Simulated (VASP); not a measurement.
# EuFe in VASP: notebook

The runs below take EuFe through single point, with PBEsol.

Program: VASP 6.6.1. These are calculated values, not measurements. Logs are shortened: lines on timing, memory, paths and dates and some standing lists are left out, and cuts for length are marked.

**1. The cell of the first run**

It takes space group Pm-3m (No. 221, cubic). The conventional cell has a = 3.647 Å, b = 3.647 Å, c = 3.647 Å, α = 90.00°, β = 90.00°, γ = 90.00°. Eu (site symmetry m-3m) has 8 Fe at 3.16 Å and 6 Eu at 3.65 Å within 4.2 Å. Within 4.2 Å of Fe (site symmetry m-3m) lie 8 Eu at 3.16 Å and 6 Fe at 3.65 Å.

**2. Single point, PBEsol, collinear spin, ferromagnetic start**

File INCAR:

```
SYSTEM = EuFe
PREC = Accurate
ENCUT = 520
EDIFF = 1E-7
ISMEAR = 0
SIGMA = 0.05
LREAL = .False.
LASPH = .True.
NELM = 150
ALGO = Normal
ISIF = 2
LWAVE = .False.
LCHARG = .False.
ISPIN = 2
MAGMOM = 7 2.5
LORBIT = 11
LMAXMIX = 6
GGA = PS
NBANDS = 24
```

File KPOINTS:

```
regular mesh
0
Gamma
  8 8 8
  0 0 0
```

File POSCAR:

```
EuFe
1.0
    3.6470671380      0.0000000000      0.0000000000
    0.0000000000      3.6470671380      0.0000000000
    0.0000000000      0.0000000000      3.6470671380
Eu Fe
1 1
Direct
    0.0000000000      0.0000000000      0.0000000000
    0.5000000000      0.5000000000      0.5000000000
```

Potentials or basis: VASP PAW PBE potentials, release 64 (Eu, Fe).

Launch:

```sh
cat potpaw_PBE.64/Eu/POTCAR potpaw_PBE.64/Fe/POTCAR > POTCAR
mpirun -np 1 vasp_std > vasp.out
```

OUTCAR:

```text
SYSTEM = EuFe
   PREC = Accurate
   ENCUT = 520
   EDIFF = 1E-7
   ISMEAR = 0
   LREAL = .False.
   LASPH = .True.
   NELM = 150
   ISIF = 2
   ISPIN = 2
   LORBIT = 11
   GGA = PS

 ion  position               nearest neighbor table
   1  0.000  0.000  0.000-   2 3.16   2 3.16   2 3.16   2 3.16   2 3.16   2 3.16   2 3.16   2 3.16

   2  0.500  0.500  0.500-   1 3.16   1 3.16   1 3.16   1 3.16   1 3.16   1 3.16   1 3.16   1 3.16

  LATTYP: Found a simple cubic cell.
 ALAT       =     3.6470671380

  Lattice vectors:

 A1 = (   3.6470671380,   0.0000000000,   0.0000000000)
 A2 = (   0.0000000000,   3.6470671380,   0.0000000000)
 A3 = (   0.0000000000,   0.0000000000,   3.6470671380)

Analysis of symmetry for initial positions (statically):
=====================================================================
 Subroutine PRICEL returns:
 Original cell was already a primitive cell.

 Routine SETGRP: Setting up the symmetry group for a
 simple cubic supercell.

 Subroutine GETGRP returns: Found 48 space group operations
 (whereof 48 operations were pure point group operations)
 out of a pool of 48 trial point group operations.

The static configuration has the point symmetry O_h .

Analysis of symmetry for dynamics (positions and initial velocities):
=====================================================================
 Subroutine PRICEL returns:
 Original cell was already a primitive cell.

 Routine SETGRP: Setting up the symmetry group for a
 simple cubic supercell.

 Subroutine GETGRP returns: Found 48 space group operations
 (whereof 48 operations were pure point group operations)
 out of a pool of 48 trial point group operations.

The dynamic configuration has the point symmetry O_h .

Analysis of structural, dynamic, and magnetic symmetry:
=====================================================================
 Subroutine PRICEL returns:
 Original cell was already a primitive cell.

 Routine SETGRP: Setting up the symmetry group for a
 simple cubic supercell.

 Subroutine GETGRP returns: Found 48 space group operations
 (whereof 48 operations were pure point group operations)
 out of a pool of 48 trial point group operations.

The overall configuration has the point symmetry O_h .

 Subroutine INISYM returns: Found 48 space group operations
 (whereof 48 operations are pure point group operations),
 and found     1 'primitive' translations

----------------------------------------------------------------------------------------

                                     Primitive cell

  volume of cell :      48.5100

  direct lattice vectors                    reciprocal lattice vectors
     3.647067138  0.000000000  0.000000000     0.274192923  0.000000000  0.000000000
     0.000000000  3.647067138  0.000000000     0.000000000  0.274192923  0.000000000
     0.000000000  0.000000000  3.647067138     0.000000000  0.000000000  0.274192923

  length of vectors
     3.647067138  3.647067138  3.647067138     0.274192923  0.274192923  0.274192923

  position of ions in fractional coordinates (direct lattice)
     0.000000000  0.000000000  0.000000000
     0.500000000  0.500000000  0.500000000

  ion indices of the primitive-cell ions
   primitive index   ion index
                 1           1
                 2           2

----------------------------------------------------------------------------------------

 KPOINTS: regular mesh

Automatic generation of k-mesh.
 Grid dimensions read from file:
 generate k-points for:    8    8    8

 Generating k-lattice:

  Cartesian coordinates                     Fractional coordinates (reciprocal lattice)
     0.034274115  0.000000000  0.000000000     0.125000000  0.000000000  0.000000000
     0.000000000  0.034274115  0.000000000     0.000000000  0.125000000  0.000000000
     0.000000000  0.000000000  0.034274115     0.000000000  0.000000000  0.125000000

  Length of vectors
     0.034274115  0.034274115  0.034274115

  Shift w.r.t. Gamma in fractional coordinates (k-lattice)
     0.000000000  0.000000000  0.000000000

 Subroutine IBZKPT returns following result:
 ===========================================

 Found     35 irreducible k-points:

 Following reciprocal coordinates:
            Coordinates               Weight
  0.000000  0.000000  0.000000      1.000000
  0.125000  0.000000  0.000000      6.000000
  0.250000  0.000000  0.000000      6.000000
  0.375000  0.000000  0.000000      6.000000
  0.500000  0.000000  0.000000      3.000000
  0.125000  0.125000  0.000000     12.000000
[... 16 lines left out ...]
  0.375000  0.375000  0.125000     24.000000
  0.500000  0.375000  0.125000     24.000000
 [... further k-points ...]
   k-points           NKPTS =     35   k-points in BZ     NKDIM =     35   number of bands    NBANDS=     24
   number of dos      NEDOS =    301   number of ions     NIONS =      2
   total plane-waves  NPLWV =  21952
   dimension x,y,z NGX =    28 NGY =   28 NGZ =   28
   dimension x,y,z NGXF=    56 NGYF=   56 NGZF=   56
   ions per type =               1   1
   NGX,Y,Z   is equivalent  to a cutoff of  12.76, 12.76, 12.76 a.u.
   NGXF,Y,Z  is equivalent  to a cutoff of  25.53, 25.53, 25.53 a.u.
 SYSTEM =  EuFe
   PREC   = accura    normal or accurate (medium, high low for compatibility)
   ISTART =      0    job   : 0-new  1-cont  2-samecut
   ICHARG =      2    charge: 1-file 2-atom 10-const
   ISPIN  =      2    spin polarized calculation?
   LNONCOLLINEAR =      F non collinear calculations
   LSORBIT =      F    spin-orbit coupling
   LASPH  =      T    aspherical Exc in radial PAW
   ENCUT  =  520.0 eV  38.22 Ry    6.18 a.u.   6.78  6.78  6.78*2*pi/ulx,y,z
   NELM   =    150;   NELMIN=  2; NELMDL= -5     # of ELM steps
   EDIFF  = 0.1E-06   stopping-criterion for ELM
   LREAL  =      F    real-space projection
   EDIFFG = 0.1E-05   stopping-criterion for IOM
   NSW    =      0    number of steps for IOM
   IBRION =     -1    ionic relax: 0-MD 1-quasi-New 2-CG
   NFREE  =      0    steps in history (QN), initial steepest desc. (CG)
   ISIF   =      2    stress and relaxation
   ISYM   =      2    0-nonsym 1-usesym 2-fastsym
   POTIM  = 0.5000    time-step for ionic-motion
   TEBEG  =    0.0;   TEEND  =   0.0 temperature during run
   PSTRESS=    0.0 pullay stress
   NELECT =      25.0000    total number of electrons
   NUPDOWN=      -1.0000    fix difference up-down
   EMIN   =  10.00;   EMAX   =-10.00  energy-range for DOS
   EFERMI =   0.00;   METHOD = LEGACY
   ISMEAR =     0;   SIGMA  =   0.05  broadening in eV -4-tet -1-fermi 0-gaus
   EFERMI_NEDOS =   21; number of points for ismear=-14 and -15
   IALGO  =     38    algorithm
   IMIX   =      4    mixing-type and parameters
     AMIX     =   0.40;   BMIX     =  1.00
     AMIX_MAG =   1.60;   BMIX_MAG =  1.00
  volume/ion in A,a.u.               =      24.26       163.68
  Fermi-wavevector in a.u.,A,eV,Ry     =   1.312536  2.480333 23.439431  1.722750
  Thomas-Fermi vector in A             =   2.442921
   LORBIT       =     11    0 simple, 1 ext, 2 COOP (PROOUT), +10 PAW based schemes
   GGA     = PS    functional components
   LHFCALC =     F    Hartree Fock is set to
   AEXX    =    0.0000 exact exchange contribution
   IVDW    =     0    specifies the selected vdW correction
   LEPSILON=     F    determine dielectric tensor
   LRPA    =     F    only Hartree local field effects (RPA)
 spin polarized calculation
 Gauss-broadening in eV      SIGMA  =   0.05
  energy-cutoff  :      520.00
  volume of cell :       48.51
 maximum number of plane-waves:      1328
 NGX is ok and might be reduce to    28
   NGX = 13   NGY = 13   NGZ = 13

 number of electron      24.9999994 magnetization      10.9383036

 number of electron      24.9999993 magnetization       9.3672099

 Free energy of the ion-electron system (eV)
  ---------------------------------------------------
  ext. energy  EPLUGINS =         0.00000000
  ---------------------------------------------------
  free energy    TOTEN  =       -19.13644617 eV

  energy without entropy =      -19.12801339  energy(sigma->0) =      -19.13222978

 E-fermi :   2.9213     XC(G=0): -10.5605

 val. band max:        2.9184930853   @ k =   0.3750   0.3750   0.3750
 cond. band min:       2.9262457421   @ k =   0.3750   0.3750   0.2500
 fundamental gap:      0.0077526568
 Fermi energy:         2.9212924526

 spin component 1

 k-point     1 :       0.0000    0.0000    0.0000
  band No.  band energies     occupation
      1     -38.1447      1.00000
      2     -16.6553      1.00000
      3     -16.6553      1.00000
      4     -16.6553      1.00000
      5      -2.5814      1.00000
      6      -0.0704      1.00000
[... 16 lines left out ...]
     23       9.3035      0.00000
     24       9.3035      0.00000
[... 598 lines left out ...]
      2     -17.0584      1.00000
      3     -16.9855      1.00000
      4     -16.6415      1.00000
      5      -0.2555      1.00000
      6       0.0371      1.00000
[... 16 lines left out ...]
     23      10.0760      0.00000
     24      10.2976      0.00000

 [... further k-points ...]

 spin component 2

 k-point     1 :       0.0000    0.0000    0.0000
  band No.  band energies     occupation
      1     -35.2079      1.00000
      2     -14.5296      1.00000
      3     -14.5296      1.00000
      4     -14.5296      1.00000
      5      -2.1144      1.00000
      6       1.5912      1.00000
[... 16 lines left out ...]
     23      10.3831      0.00000
     24      10.3831      0.00000
[... 598 lines left out ...]
      2     -15.0425      1.00000
      3     -14.9495      1.00000
      4     -14.5105      1.00000
      5       0.6896      1.00000
      6       1.8851      1.00000
[... 16 lines left out ...]
     23      11.1972      0.00000
     24      11.5064      0.00000

 [... further k-points ...]
[... 5 lines left out ...]
  --------------------------------------------------------------------------------------
  -------------------------------------------------------------------------------------
  Total       -1.8144667     -1.8144667     -1.8144667      0.0000000      0.0000000     -0.0000000
  in kB      -59.9277966    -59.9277966    -59.9277966      0.0000000      0.0000000     -0.0000000
  external PRESSURE =     -59.9277966 kB  Pullay stress =       0.0000000 kB

 VOLUME and BASIS-vectors are now :
 -----------------------------------------------------------------------------
  energy-cutoff  :      520.00
  volume of cell :       48.51
      direct lattice vectors                 reciprocal lattice vectors
     3.647067138  0.000000000  0.000000000     0.274192923  0.000000000  0.000000000
     0.000000000  3.647067138  0.000000000     0.000000000  0.274192923  0.000000000
     0.000000000  0.000000000  3.647067138     0.000000000  0.000000000  0.274192923

 POSITION                                       TOTAL-FORCE (eV/Angst)
 -----------------------------------------------------------------------------------
      0.00000      0.00000      0.00000         0.000000      0.000000      0.000000
      1.82353      1.82353      1.82353         0.000000      0.000000      0.000000
 -----------------------------------------------------------------------------------
    total drift:                                0.000000      0.000000      0.000000

  FREE ENERGIE OF THE ION-ELECTRON SYSTEM (eV)
  ---------------------------------------------------
  free  energy   TOTEN  =       -19.1364461695 eV

  energy  without entropy=      -19.1280133852  energy(sigma->0) =      -19.13222978

 total charge

# of ion       s       p       d       f       tot
--------------------------------------------------
    1        2.070   5.676   0.432   6.525  14.703
    2        0.473   0.200   6.118   0.000   6.791
--------------------------------------------------
tot          2.543   5.876   6.550   6.525  21.493

 magnetization (x)

# of ion       s       p       d       f       tot
--------------------------------------------------
    1       -0.012  -0.084  -0.016   6.492   6.380
    2        0.041   0.016   2.696   0.000   2.753
--------------------------------------------------
tot          0.028  -0.068   2.680   6.492   9.133
```

It took 4.2 min on 1 thread of Oxide Virtual Turin-like, shared host; peak memory 0.19 GiB.

What came out:

- Free energy: -19.1364 eV
- Pressure: -6.0 GPa
- Net moment: 9.37 μB per cell
- Site moments: Eu +6.38; Fe +2.75 μB
- Valence electrons inside the program's atomic spheres: Eu 14.70; Fe 6.79

Caveat: the PAW data sets were made with another functional, which shifts forces and pressure a little; spin-orbit coupling is left out, which moves the levels of the heavy elements; without U or exact exchange the open f shell lies at the Fermi level, which spoils levels, moments and volumes.

**3. Single point, PBEsol, collinear spin, ferrimagnetic start (atom 2 (Fe) moved 0.05 Å along y)**

File INCAR:

```
SYSTEM = EuFe
PREC = Accurate
ENCUT = 520
EDIFF = 1E-6
ISMEAR = 0
SIGMA = 0.05
LREAL = .False.
LASPH = .True.
NELM = 150
ALGO = Normal
ISIF = 2
LWAVE = .False.
LCHARG = .True.
ISPIN = 2
MAGMOM = 7.34 -2.66
LORBIT = 11
LMAXMIX = 6
GGA = PS
LELF = .True.
LVHAR = .True.
NBANDS = 24
```

File KPOINTS:

```
Automatic mesh
0
Gamma
  8 8 8
  0 0 0
```

File POSCAR:

```
EuFe
1.0
    3.3974306853      0.0000000000      0.0000000000
    0.0000000000      3.3974306853      0.0000000000
    0.0000000000      0.0000000000      3.3974306853
Eu Fe
1 1
Direct
    0.0000000000      0.0000000000      0.0000000000
    0.5000000000      0.5147170037      0.5000000000
```

Potentials or basis: VASP PAW PBE potentials, release 64 (Eu, Fe).

Launch:

```sh
cat potpaw_PBE.64/Eu/POTCAR potpaw_PBE.64/Fe/POTCAR > POTCAR
mpirun -np 1 vasp_std > vasp.out
```

It took 6 min on 1 thread of Oxide Virtual Turin-like, shared host; peak memory 0.24 GiB.

It converged, with:

| Property | Result |
| --- | --- |
| Free energy | -19.8545 eV |
| Pressure | 0.0 GPa |
| Largest force | 0.158 eV/Å |
| Net moment | 4.74 μB per cell |
| Site moments | Eu +6.57; Fe -2.39 μB |
| Valence electrons inside the program's atomic spheres | Eu 14.83; Fe 7.00 |

Forces on the atoms (eV/Å):
```
Eu   0.000  0.158  0.000
Fe   0.000 -0.158  0.000
```

Levels at points of the mesh, in eV from the Fermi level:
Spin up:
```csv
k point,band 11,band 12,band 13,band 14,band 15,band 16,band 17,band 18,band 19,band 20
"(0.00, 0.00, 0.00)",-0.66,-0.66,-0.66,-0.59,0.11,0.12,0.12,2.45,2.47,6.78
"(0.50, 0.00, 0.00)",-0.79,-0.52,-0.52,0.14,0.33,0.44,0.64,0.69,1.38,2.50
"(0.00, 0.50, 0.00)",-0.78,-0.52,-0.52,0.12,0.44,0.44,0.56,0.70,1.37,2.50
"(0.50, 0.50, 0.00)",-0.70,-0.66,-0.65,-0.51,-0.49,0.94,1.10,2.29,2.32,2.98
"(0.50, 0.00, 0.50)",-0.70,-0.65,-0.65,-0.51,-0.49,0.94,1.09,2.31,2.31,2.95
"(0.50, 0.50, 0.50)",-0.68,-0.54,-0.54,-0.54,-0.18,-0.18,-0.18,0.97,0.97,4.56
```
Spin down:
```
           k point  band 8  band 9  band 10  band 11  band 12  band 13
(0.00, 0.00, 0.00)   -1.87   -1.87    -1.87     2.27     2.28     3.82
(0.50, 0.00, 0.00)   -1.91   -1.85    -1.79    -0.32     1.83     3.35
(0.00, 0.50, 0.00)   -1.91   -1.86    -1.79    -0.32     1.82     3.35
(0.50, 0.50, 0.00)   -2.34   -1.57    -0.79     2.26     2.27     3.01
(0.50, 0.00, 0.50)   -2.34   -1.57    -0.79     2.27     2.27     3.00
(0.50, 0.50, 0.50)   -1.55   -1.55    -0.93    -0.92    -0.92     2.10
```

Caveat: the cell differs from its parent crystal (atom 2 (Fe) moved 0.05 Å along y); the PAW data sets were made with another functional, which shifts forces and pressure a little; spin-orbit coupling is left out, which moves the levels of the heavy elements; without U or exact exchange the open f shell lies at the Fermi level, which spoils levels, moments and volumes.

**4. Single point, PBEsol, collinear spin, ferrimagnetic start**

This run uses another cell than the first one, of 19.61 Å³/atom, 0.808 times its volume.

File INCAR:

```
SYSTEM = EuFe
ALGO = Fast
EDIFF = 1E-6
ENCUT = 520
GGA = PS
ISIF = 2
ISMEAR = 0
ISPIN = 2
LASPH = .True.
LCHARG = .False.
LMAXMIX = 6
LORBIT = 11
LREAL = .False.
LWAVE = .False.
MAGMOM = 7.34 -2.66
NBANDS = 24
NELM = 150
PREC = Accurate
SIGMA = 0.05
```

File KPOINTS:

```
k-points
0
Gamma
  8 8 8
  0 0 0
```

File POSCAR:

```
EuFe
1.0
    3.3974306853     -0.0339743069      0.0000000000
   -0.0339743069      3.3974306853      0.0000000000
    0.0000000000      0.0000000000      3.3974306853
Eu Fe
1 1
Direct
    0.0000000000      0.0000000000      0.0000000000
    0.5000000000      0.5000000000      0.5000000000
```

Launch:

```sh
cat potpaw_PBE.64/Eu/POTCAR potpaw_PBE.64/Fe/POTCAR > POTCAR
mpirun -np 1 vasp_std > vasp.out
```

Wall time 18 min (1 thread of Oxide Virtual Turin-like, shared host); peak memory 0.29 GiB.

Results (log left out):

| Property | Result |
| --- | --- |
| Free energy | -19.8576 eV |
| Pressure | 0.1 GPa |
| Net moment | 4.74 μB per cell |
| Site moments | Eu +6.57; Fe -2.39 μB |
| Valence electrons inside the program's atomic spheres | Eu 14.83; Fe 7.00 |

Stress tensor (GPa, compression positive):
```
0.06 0.35 0.00
0.35 0.06 0.00
0.00 0.00 0.11
```

Levels at points of the mesh, in eV from the Fermi level:
Spin up:
```tsv
k point	band 13	band 14	band 15	band 16	band 17	band 18
(0.00, 0.00, 0.00)	-0.65	-0.58	0.07	0.11	0.16	2.47
(0.50, 0.00, 0.00)	-0.51	0.15	0.44	0.44	0.66	0.70
(0.50, 0.50, 0.00)	-0.64	-0.51	-0.49	0.94	1.10	2.19
(0.00, 0.00, 0.50)	-0.51	0.15	0.44	0.45	0.53	0.72
(0.50, 0.00, 0.50)	-0.65	-0.51	-0.49	0.95	1.10	2.32
(0.50, 0.50, 0.50)	-0.54	-0.53	-0.21	-0.18	-0.16	0.98
```
Spin down:
```csv
k point,band 6,band 7,band 8,band 9,band 10,band 11,band 12,band 13,band 14,band 15
"(0.00, 0.00, 0.00)",-3.21,-3.21,-1.89,-1.87,-1.85,2.29,2.29,3.79,3.82,3.82
"(0.50, 0.00, 0.00)",-2.39,-1.90,-1.90,-1.86,-1.78,-0.32,1.81,3.35,3.36,3.78
"(0.50, 0.50, 0.00)",-2.87,-2.34,-2.32,-1.57,-0.78,2.19,2.36,3.01,3.75,3.87
"(0.00, 0.00, 0.50)",-2.39,-1.92,-1.88,-1.86,-1.78,-0.32,1.82,3.28,3.42,3.78
"(0.50, 0.00, 0.50)",-2.87,-2.34,-2.33,-1.57,-0.78,2.27,2.28,3.00,3.75,3.88
"(0.50, 0.50, 0.50)",-1.99,-1.97,-1.55,-1.55,-0.98,-0.92,-0.86,2.10,3.93,3.94
```

Caveat: the PAW data sets were made with another functional, which shifts forces and pressure a little; spin-orbit coupling is left out, which moves the levels of the heavy elements; without U or exact exchange the open f shell lies at the Fermi level, which spoils levels, moments and volumes.

**5. Summary**

```tsv
spin	cell	gap on the mesh (eV)	pressure (GPa)	moment (μB)
collinear, ferromagnetic start	a = 3.647 Å, 2 atoms	none	-6.0	9.37
collinear, ferrimagnetic start	a = 3.397 Å, 2 atoms	none	0.0	4.74
collinear, ferrimagnetic start	a = 3.398 Å, angles 90.0, 90.0, 91.1°, 2 atoms	none	0.1	4.74
```

Alike in all rows: task single point; level PBEsol; potentials or basis VASP PAW PBE potentials, release 64 (Eu, Fe); k mesh 8 × 8 × 8; cutoff (eV) 520; smearing gaussian 0.05 eV.

Caveats: the PAW data sets were made with another functional, which shifts forces and pressure a little; spin-orbit coupling is left out, which moves the levels of the heavy elements; without U or exact exchange the open f shell lies at the Fermi level, which spoils levels, moments and volumes.

Total energies depend on the potentials used, so only differences within one code and one set of settings carry meaning.
